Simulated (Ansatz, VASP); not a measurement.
## Two plane-wave programs on SnO

```
CELL_PARAMETERS angstrom
4.08800 0.00000 0.00000
0.00000 4.08800 0.00000
0.00000 0.00000 30.63340
ATOMIC_POSITIONS crystal
Sn 0.50000 0.00000 0.46452
Sn 0.00000 0.50000 0.53548
O 0.00000 0.00000 0.50000
O 0.50000 0.50000 0.50000
```

Change from the starting cell: biaxial strain +0.070, atoms relaxed.

Alike in both runs: functional PBE; dispersion D3(BJ); k mesh 6 × 6 × 1; occupations gaussian, width 0.02 eV; no spin polarisation.

Ansatz relaxed the structure, and its values are those at the end. VASP's run is a single point on that final structure, the one shown.

|  | VASP | Ansatz |
| --- | --- | --- |
| version | VASP 6.6.1 | Ansatz 0.2.0 |
| potentials or method | VASP PAW PBE potentials, release 64 (Sn_d, O), cutoff 520 eV | scalar-relativistic, plane waves, PAW |
| valence electrons in the cell | 40 | 40 |

```tsv
	VASP	Ansatz	Ansatz less VASP
gap on the k mesh at the Fermi level (eV)	2.14	2.19	+0.049
least direct gap on the mesh (eV)	2.17	2.22	+0.046
rms of the force components (eV/Å)	0.022	0.002	-0.0201
```

Ansatz's warnings: stress scf threshold loose, xc potential rough in thin density.
